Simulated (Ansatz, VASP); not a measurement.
**One calculation of Os, two programs**

```
Os
1.0
     2.71752    0.00000    0.00000
    -1.35876    2.35345    0.00000
     0.00000    0.00000    4.28446
Os
2
Cartesian
  0.0000 1.5690 1.0711
  1.3588 0.7845 3.2133
```

Alike in both runs: task single point; functional LDA; k mesh 19 × 19 × 11; occupations fermi-dirac, width 0.1 eV; no spin polarisation.

```csv
,VASP,Ansatz
version,VASP 6.6.1,Ansatz 0.2.0
potentials or method,"VASP PAW LDA potentials, release 64 (Os), cutoff 520 eV","plane waves (420 eV) with PAW, scalar-relativistic"
valence electrons in the cell,16,32
```

|  | VASP | Ansatz | Ansatz less VASP |
| --- | --- | --- | --- |
| pressure (GPa) | 1.0 | 0.1 | -0.98 |
| traceless stress, the component that is largest in VASP (GPa) | 0.41 | 0.49 | +0.084 |

Ansatz warns that its potentials were made for another functional, while VASP's fit it. LDA's correlation is that of Perdew and Zunger in VASP and of Perdew and Wang (1992) in Ansatz. VASP's potentials hold 16 valence electrons a cell and Ansatz's 32, so a difference there can come from the potentials and not from the codes.

Spin-orbit coupling is off throughout.
